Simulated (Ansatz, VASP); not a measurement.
# One calculation of KAlPb3, two programs

```xyz
10
Lattice="7.8387 0.0000 0.0000 -3.9193 6.7885 0.0000 0.0000 0.0000 6.1559" Properties=species:S:1:pos:R:3 pbc="T T T"
K     0.0000    4.5257    4.6169
K     3.9193    2.2628    1.5390
Al    0.0000    0.0000    3.0779
Al    0.0000    0.0000    0.0000
Pb    0.0000    2.5082    1.5390
Pb    5.6665    1.2541    4.6169
Pb    3.9193    4.2803    4.6169
Pb   -1.7472    5.5344    1.5390
Pb    1.7472    5.5344    1.5390
Pb    2.1722    1.2541    4.6169
```

Alike in both runs: functional PBE; k mesh 6 × 6 × 8; occupations gaussian, width 0.1 eV; no spin polarisation.

Ansatz relaxed the structure, and its values are those at the end. VASP's run is a single point on that final structure, the one shown.

|  | VASP | Ansatz |
| --- | --- | --- |
| version | VASP 6.6.1 | Ansatz 0.2.0 |
| potentials or method | VASP PAW PBE potentials, release 64 (K_sv, Al, Pb_d), cutoff 500 eV | scalar-relativistic, plane waves, PAW |
| valence electrons in the cell | 108 | 108 |

```csv
,VASP,Ansatz,Ansatz less VASP
gap on the k mesh at the Fermi level (eV),none,none,-
pressure (GPa),0.0,0.0,+0.02
```

A gap of «none» marks a metal or a gap that the smearing closes. With one functional, cell and mesh, what is left measures potentials, basis and numerics.

Spin-orbit coupling is off throughout.
